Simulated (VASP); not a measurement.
# NbTe (P6_3mc) in VASP: a series of runs

The runs below take NbTe through single point, with PBE.

Everything below comes from runs of VASP 6.6.1. Logs are shortened: lines on timing, memory, paths and dates and some standing lists are left out, and cuts for length are marked.

## Step 1: The cell of the first run

Symmetry: P6_3mc, No. 186, hexagonal system. Conventional cell: a = 3.431 Å, b = 3.431 Å, c = 9.426 Å, α = 90.00°, β = 90.00°, γ = 120.00°. Within 3.6 Å of Nb (site symmetry 3m) lie 4 Te at 2.75 to 2.81 Å and 6 Nb at 3.43 Å. Te (site symmetry 3m) has 4 Nb at 2.75 to 2.81 Å and 6 Te at 3.43 Å within 3.6 Å.

## Step 2: Single point, PBE

File INCAR:

```
PREC = Accurate ; ENCUT = 520
EDIFF = 1E-7 ; ISMEAR = 0
SIGMA = 0.1 ; LREAL = False
LASPH = True ; NELM = 100
ALGO = Normal ; ISIF = 2
LWAVE = False ; LCHARG = False
GGA = PE ; NBANDS = 27
```

File KPOINTS:

```
Automatic mesh
0
Gamma
  6 6 4
```

File POSCAR:

```
NbTe
1.0
    3.4307736221      0.0000000000      0.0000000000
   -1.7153868110      2.9711371114      0.0000000000
    0.0000000000      0.0000000000      9.4255564158
Nb Te
2 2
Direct
    0.3333333333      0.6666666667      0.0419491425
    0.6666666667      0.3333333333      0.5419491425
    0.3333333333      0.6666666667      0.3401508575
    0.6666666667      0.3333333333      0.8401508575
```

Potentials or basis: VASP PAW PBE potentials, release 64 (Nb_sv, Te).

Run with:

```bash
$ cat potpaw_PBE.64/Nb_sv/POTCAR potpaw_PBE.64/Te/POTCAR > POTCAR
$ mpirun -np 1 vasp_std > vasp.out
```

OUTCAR:

```text
PREC = Accurate
   ENCUT = 520
   EDIFF = 1E-7
   ISMEAR = 0
   LREAL = False
   LASPH = True
   NELM = 100
   ISIF = 2
   GGA = PE

 ion  position               nearest neighbor table
   1  0.333  0.667  0.042-   4 2.75   4 2.75   4 2.75   3 2.81
   2  0.667  0.333  0.542-   3 2.75   3 2.75   3 2.75   4 2.81
   3  0.333  0.667  0.340-   2 2.75   2 2.75   2 2.75   1 2.81
   4  0.667  0.333  0.840-   1 2.75   1 2.75   1 2.75   2 2.81

  LATTYP: Found a hexagonal cell.
 ALAT       =     3.4307736221
 C/A-ratio  =     2.7473559768

  Lattice vectors:

 A1 = (   3.4307736221,   0.0000000000,   0.0000000000)
 A2 = (  -1.7153868110,   2.9711371114,   0.0000000000)
 A3 = (   0.0000000000,   0.0000000000,   9.4255564158)

Analysis of symmetry for initial positions (statically):
=====================================================================
 Subroutine PRICEL returns:
 Original cell was already a primitive cell.

 Routine SETGRP: Setting up the symmetry group for a
 hexagonal supercell.

 Subroutine GETGRP returns: Found 12 space group operations
 (whereof  6 operations were pure point group operations)
 out of a pool of 24 trial point group operations.

The static configuration has the point symmetry C_3v.
 The point group associated with its full space group is C_6v.

Analysis of symmetry for dynamics (positions and initial velocities):
=====================================================================
 Subroutine PRICEL returns:
 Original cell was already a primitive cell.

 Routine SETGRP: Setting up the symmetry group for a
 hexagonal supercell.

 Subroutine GETGRP returns: Found 12 space group operations
 (whereof  6 operations were pure point group operations)
 out of a pool of 24 trial point group operations.

The dynamic configuration has the point symmetry C_3v.
 The point group associated with its full space group is C_6v.

 Subroutine INISYM returns: Found 12 space group operations
 (whereof  6 operations are pure point group operations),
 and found     1 'primitive' translations

----------------------------------------------------------------------------------------

                                     Primitive cell

  volume of cell :      96.0775

  direct lattice vectors                    reciprocal lattice vectors
     3.430773622  0.000000000  0.000000000     0.291479448  0.168285737  0.000000000
    -1.715386811  2.971137111  0.000000000     0.000000000  0.336571475  0.000000000
     0.000000000  0.000000000  9.425556416     0.000000000  0.000000000  0.106094532

[... 84 lines left out ...]
   LREAL  =      F    real-space projection
   EDIFFG = 0.1E-05   stopping-criterion for IOM
   NSW    =      0    number of steps for IOM
   IBRION =     -1    ionic relax: 0-MD 1-quasi-New 2-CG
   NFREE  =      0    steps in history (QN), initial steepest desc. (CG)
   ISIF   =      2    stress and relaxation
   ISYM   =      2    0-nonsym 1-usesym 2-fastsym
   POTIM  = 0.5000    time-step for ionic-motion
   TEBEG  =    0.0;   TEEND  =   0.0 temperature during run
   PSTRESS=    0.0 pullay stress
   NELECT =      38.0000    total number of electrons
   NUPDOWN=      -1.0000    fix difference up-down
   EMIN   =  10.00;   EMAX   =-10.00  energy-range for DOS
   EFERMI =   0.00;   METHOD = LEGACY
   ISMEAR =     0;   SIGMA  =   0.10  broadening in eV -4-tet -1-fermi 0-gaus
   EFERMI_NEDOS =   21; number of points for ismear=-14 and -15
   IALGO  =     38    algorithm
   IMIX   =      4    mixing-type and parameters
     AMIX     =   0.40;   BMIX     =  1.00
     AMIX_MAG =   1.60;   BMIX_MAG =  1.00
  volume/ion in A,a.u.               =      24.02       162.09
  Fermi-wavevector in a.u.,A,eV,Ry     =   1.201698  2.270881 19.647885  1.444079
  Thomas-Fermi vector in A             =   2.337500
   LORBIT       =      0    0 simple, 1 ext, 2 COOP (PROOUT), +10 PAW based schemes
   GGA     = PE    functional components
   LHFCALC =     F    Hartree Fock is set to
   AEXX    =    0.0000 exact exchange contribution
   IVDW    =     0    specifies the selected vdW correction
   LEPSILON=     F    determine dielectric tensor
   LRPA    =     F    only Hartree local field effects (RPA)
 non-spin polarized calculation
 Gauss-broadening in eV      SIGMA  =   0.10
  energy-cutoff  :      520.00
  volume of cell :       96.08
 maximum number of plane-waves:      2613
 NGX is ok and might be reduce to    28
   NGX = 13   NGY = 13   NGZ = 35

 number of electron      37.9999998 magnetization

 Free energy of the ion-electron system (eV)
  ---------------------------------------------------
  ext. energy  EPLUGINS =         0.00000000
  ---------------------------------------------------
  free energy    TOTEN  =       -26.09020855 eV

  energy without entropy =      -26.04902554  energy(sigma->0) =      -26.06961704

 E-fermi :   8.8739     XC(G=0): -10.8058

 val. band max:        8.8446400078   @ k =   0.1667   0.1667   0.2500
 cond. band min:       8.8866504983   @ k =   0.5000   0.0000   0.2500
 fundamental gap:      0.0420104905
 Fermi energy:         8.8738754947

 k-point     1 :       0.0000    0.0000    0.0000
  band No.  band energies     occupation
      1     -46.0812      2.00000
      2     -46.0811      2.00000
      3     -22.2307      2.00000
      4     -22.2165      2.00000
      5     -22.0055      2.00000
      6     -22.0055      2.00000
[... 619 lines left out ...]
     26      12.6956      0.00000
     27      14.4397      0.00000

------------------------ aborting loop because EDIFF is reached ----------------------------------------

  FORCE on cell =-STRESS in cart. coord.  units (eV):
  Direction    XX          YY          ZZ          XY          YZ          ZX
  --------------------------------------------------------------------------------------
  -------------------------------------------------------------------------------------
  Total       -0.0889941     -0.0889941     -0.1548426     -0.0000000      0.0000000     -0.0000000
  in kB       -1.4840550     -1.4840550     -2.5821373     -0.0000000      0.0000000     -0.0000000
  external PRESSURE =      -1.8500825 kB  Pullay stress =       0.0000000 kB

 VOLUME and BASIS-vectors are now :
 -----------------------------------------------------------------------------
  energy-cutoff  :      520.00
  volume of cell :       96.08
      direct lattice vectors                 reciprocal lattice vectors
     3.430773622  0.000000000  0.000000000     0.291479448  0.168285737  0.000000000
    -1.715386811  2.971137111  0.000000000     0.000000000  0.336571475  0.000000000
     0.000000000  0.000000000  9.425556416     0.000000000  0.000000000  0.106094532

 POSITION                                       TOTAL-FORCE (eV/Angst)
 -----------------------------------------------------------------------------------
     -0.00000      1.98076      0.39539        -0.000000      0.000000     -0.009483
      1.71539      0.99038      5.10817        -0.000000     -0.000000     -0.009483
     -0.00000      1.98076      3.20611         0.000000      0.000000      0.009483
      1.71539      0.99038      7.91889         0.000000      0.000000      0.009483
 -----------------------------------------------------------------------------------
    total drift:                               -0.000000      0.000000      0.000632

  FREE ENERGIE OF THE ION-ELECTRON SYSTEM (eV)
  ---------------------------------------------------
  free  energy   TOTEN  =       -26.0902085495 eV

  energy  without entropy=      -26.0490255372  energy(sigma->0) =      -26.06961704
```

OSZICAR:

```text
N       E                     dE             d eps       ncg     rms          rms(c)
DAV:   1     0.353932873855E+03    0.35393E+03   -0.19267E+04  1150   0.133E+03
DAV:   2     0.423329761668E+01   -0.34970E+03   -0.34176E+03  1440   0.461E+02
DAV:   3    -0.247285527372E+02   -0.28962E+02   -0.28421E+02  1980   0.102E+02
DAV:   4    -0.271852645707E+02   -0.24567E+01   -0.24391E+01  1772   0.256E+01
DAV:   5    -0.272549058955E+02   -0.69641E-01   -0.69527E-01  1889   0.419E+00    0.107E+01
DAV:   6    -0.262343966131E+02    0.10205E+01   -0.43780E+00  1692   0.136E+01    0.443E+00
DAV:   7    -0.261102969571E+02    0.12410E+00   -0.61898E-01  1591   0.391E+00    0.256E+00
DAV:   8    -0.260895399464E+02    0.20757E-01   -0.12226E-01  1676   0.235E+00    0.688E-01
DAV:   9    -0.260901125184E+02   -0.57257E-03   -0.10408E-02  1764   0.641E-01    0.505E-01
DAV:  10    -0.260903065999E+02   -0.19408E-03   -0.23874E-03  1676   0.369E-01    0.115E-01
DAV:  11    -0.260902109584E+02    0.95641E-04   -0.35135E-04  1586   0.108E-01    0.418E-02
DAV:  12    -0.260902102283E+02    0.73008E-06   -0.33123E-05  1644   0.385E-02    0.200E-02
DAV:  13    -0.260902084600E+02    0.17683E-05   -0.21630E-06  1481   0.100E-02    0.103E-02
DAV:  14    -0.260902085495E+02   -0.89512E-07   -0.42030E-07  1316   0.551E-03
   1 F= -.26090209E+02 E0= -.26069617E+02  d E =-.411830E-01
```

It took 54 s on 1 thread of Intel Xeon Platinum 8488C (Sapphire Rapids), shared host; peak memory 0.24 GiB.

Results:

* Free energy: -26.0902 eV
* Pressure: -0.2 GPa
* Largest force: 0.009 eV/Å
* Band gap on the k mesh: zero (band 19 reaches 9.71 eV, above the bottom of band 20 at 8.59 eV)

Forces in eV/Å, atoms in the order of the input:
```
Nb   0.000  0.000 -0.009
Nb   0.000  0.000 -0.009
Te   0.000  0.000  0.009
Te   0.000  0.000  0.009
```

Levels at points of the mesh, in eV from the Fermi level:
| k point | band 16 | band 17 | band 18 | band 19 | band 20 | band 21 | band 22 | band 23 |
| --- | --- | --- | --- | --- | --- | --- | --- | --- |
| (0.00, 0.00, 0.00) | -0.85 | -0.57 | -0.57 | 0.67 | 0.67 | 1.09 | 1.09 | 2.98 |
| (0.50, 0.00, 0.00) | -1.67 | -1.04 | -1.04 | -0.20 | 0.39 | 1.74 | 2.67 | 2.70 |
| (0.00, 0.00, 0.50) | -0.71 | -0.71 | -0.71 | 0.84 | 0.84 | 0.84 | 0.84 | 3.65 |
| (0.50, 0.00, 0.50) | -1.54 | -1.46 | -1.46 | 0.42 | 0.42 | 2.61 | 2.61 | 2.64 |

Caveat: spin-orbit coupling is left out, which moves the levels of the heavy elements.

## Step 3: Single point, PBE

This run uses another cell than the first one, of 26.81 Å³/atom, 1.116 times its volume.

File INCAR:

```
PREC     = Accurate       # precision mode
ENCUT    = 520            # plane-wave cutoff, eV
EDIFF    = 1E-6           # SCF threshold, eV
ISMEAR   = 0              # smearing method
SIGMA    = 0.1            # smearing width, eV
LREAL    = F              # projectors in reciprocal space
LASPH    = T              # aspherical terms in the spheres
NELM     = 60             # most SCF steps
ALGO     = Normal         # electronic algorithm
ISIF     = 2              # what is computed and relaxed
LWAVE    = F              # write WAVECAR
LCHARG   = F              # write CHGCAR
GGA      = PE             # functional
NBANDS   = 27             # bands
```

File KPOINTS:

```
regular mesh
0
Gamma
  6 6 4
```

File POSCAR:

```
NbTe
1.0
    4.2604861896      0.0000000000      0.0000000000
   -2.1302430947      3.6896892726      0.0000000000
    0.0000000000      0.0000000000      6.8230217087
Nb Te
2 2
Direct
    0.3333333333      0.6666666667      0.0000000000
    0.6666666667      0.3333333333      0.5000000000
    0.3333333333      0.6666666667      0.3821000000
    0.6666666667      0.3333333333      0.8821000000
```

Potentials or basis: VASP PAW PBE potentials, release 64 (Nb_sv, Te).

Run with:

```bash
$ cat potpaw_PBE.64/Nb_sv/POTCAR potpaw_PBE.64/Te/POTCAR > POTCAR
$ mpirun -np 1 vasp_std > vasp.out
```

It took 45 s on 1 thread of Intel Xeon Platinum 8488C (Sapphire Rapids), shared host; peak memory 0.25 GiB.

It converged, with:

```
Free energy            : -23.3393 eV
Pressure               : 14.1 GPa
Largest force          : 0.327 eV/Å
Band gap on the k mesh : zero (band 19 reaches 8.25 eV, above the bottom of band 20 at 7.32 eV)
```

Forces on the atoms (eV/Å):
```
Nb   0.000  0.000  0.327
Nb   0.000  0.000  0.327
Te   0.000  0.000 -0.327
Te   0.000  0.000 -0.327
```

Stress tensor (GPa, compression positive):
```
15.13  0.00  0.00
 0.00 15.13  0.00
 0.00  0.00 12.10
```

Levels at points of the mesh, in eV from the Fermi level:
```
           k point  band 17  band 18  band 19  band 20  band 21  band 22
(0.00, 0.00, 0.00)    -0.66    -0.66     0.27     0.27     0.35     2.04
(0.50, 0.00, 0.00)    -1.17    -0.68    -0.02     0.01     0.24     0.52
(0.00, 0.00, 0.50)    -0.09    -0.09    -0.09    -0.09     2.27     2.27
(0.50, 0.00, 0.50)    -0.33    -0.33     0.18     0.18     0.24     0.24
```

Caveat: spin-orbit coupling is left out, which moves the levels of the heavy elements.
